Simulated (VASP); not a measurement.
Set up this calculation in VASP 6.6.1, as the native input.

| Item | Value |
| --- | --- |
| Task | relaxation of cell and atoms |
| Functional | PBEsol |
| Potentials or basis | VASP PAW PBE potentials, release 64 (Rb_sv, Br) |
| Cutoff | 600 eV |
| k mesh | 6 × 6 × 6 |
| Occupations | gaussian, width 0.01 eV |
| Spin | no spin polarisation |
| Target pressure | 4 GPa |
| Dipole correction | no |
| Further INCAR settings | ALGO = Normal; EDIFF = 1e-06; IBRION = 2; EDIFFG = -0.002; NSW = 100; ISIF = 3 |

The structure of RbBr lies in POSCAR:

```
RbBr
1.0
    0.0000000000      3.4249234064      3.4249234064
    3.4249234064      0.0000000000      3.4249234064
    3.4249234064      3.4249234064      0.0000000000
Rb Br
1 1
Direct
    0.0000000000      0.0000000000      0.0000000000
    0.5000000000      0.5000000000      0.5000000000
```

The input as run:

INCAR

```
ALGO = Normal ; EDIFF = 1E-6
EDIFFG = -0.002 ; ENCUT = 600
GGA = PS ; IBRION = 2
ISIF = 3 ; ISMEAR = 0
LASPH = True ; LCHARG = False
LREAL = False ; LWAVE = False
NELM = 100 ; NSW = 100
PREC = Accurate ; PSTRESS = 40.0
SIGMA = 0.01
```

KPOINTS

```
k-points
0
Gamma
  6 6 6
```

Potentials or basis: VASP PAW PBE potentials, release 64 (Rb_sv, Br).

The run is started by

```bash
$ cat potpaw_PBE.64/Rb_sv/POTCAR potpaw_PBE.64/Br/POTCAR > POTCAR
$ mpirun -np 1 vasp_std > vasp.out
```

It gave:

| Item | Value |
| --- | --- |
| Relaxed volume | 33.55 Å³/atom |
| Relaxed cell | a = 4.561 Å, b = 4.561 Å, c = 4.561 Å, α = 60.00°, β = 60.00°, γ = 60.00° |
| Space group after relaxing (to 0.05 Å) | Fm-3m (No. 225) |
| Energy change on relaxing (the enthalpy is what falls) | +68.7 meV/atom |
| Ionic steps | 7 |
| Pressure after relaxing | 4.0 GPa |
| Band gap on the k mesh | 4.68 eV, direct |

Caveat: the cell is relaxed towards a set pressure, so the enthalpy falls and the energy may rise; the volume moved by over 15 % at a fixed basis, so the end points are rough; the PAW data sets were made with another functional, which shifts forces and pressure a little.

Run time: 51 s on 1 thread of Intel(R) Xeon(R) 6975P-C (Granite Rapids) (shared host), peak memory 0.24 GiB.
